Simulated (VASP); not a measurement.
MnO: single point with PBE

MnO:

```
Mn O
1.0
     4.45000    2.22500    2.22500
     2.22500    4.45000    2.22500
     2.22500    2.22500    4.45000
Mn O
2 2
Direct
  0.00000 0.00000 0.00000
  0.50000 0.50000 0.50000
  0.26200 0.24300 0.25500
  0.75000 0.75000 0.75000
```

```json
{
  "Program": "VASP 6.6.1",
  "Task": "single point",
  "Functional": "PBE",
  "Potentials or basis": "VASP PAW PBE potentials, release 64 (Mn_pv, O)",
  "Cutoff": "600 eV",
  "k mesh": "1 × 1 × 1",
  "Occupations": "gaussian, width 0.01 eV",
  "Spin": "collinear spin, ferromagnetic start",
  "Starting moments": "[5.0, 5.0, 0.0, 0.0] μB",
  "Fixed moment": "10 μB"
}
```

```
Pressure                                              : 23.0 GPa
Largest force                                         : 1.158 eV/Å
Net moment                                            : 10.00 μB per cell
Site moments                                          : Mn +4.30, +4.41; O +0.18 μB
Valence electrons inside the program's atomic spheres : Mn 11.27, 11.26; O 5.08
```

Forces on the atoms (eV/Å):
```
Mn  -0.545 -0.107 -0.408
Mn  -0.547 -0.128 -0.428
O    0.935  0.267  0.627
O    0.157 -0.033  0.209
```

Stress tensor (GPa, compression positive):
```
12.04 -2.40 -3.62
-2.40 33.96 -0.95
-3.62 -0.95 23.05
```

Run time: 70 s on 1 thread of Intel Xeon 6975P-C, on a shared host, peak memory 0.39 GiB.

Caveat: the k points lie up to 2.34 Å⁻¹ apart; the total moment is fixed, so each spin has its own Fermi level; only a ferromagnetic start was run, and an antiferromagnetic order may lie lower in energy; forces of over 1 eV/Å act on the atoms, so gaps and moduli don't describe the material at rest.
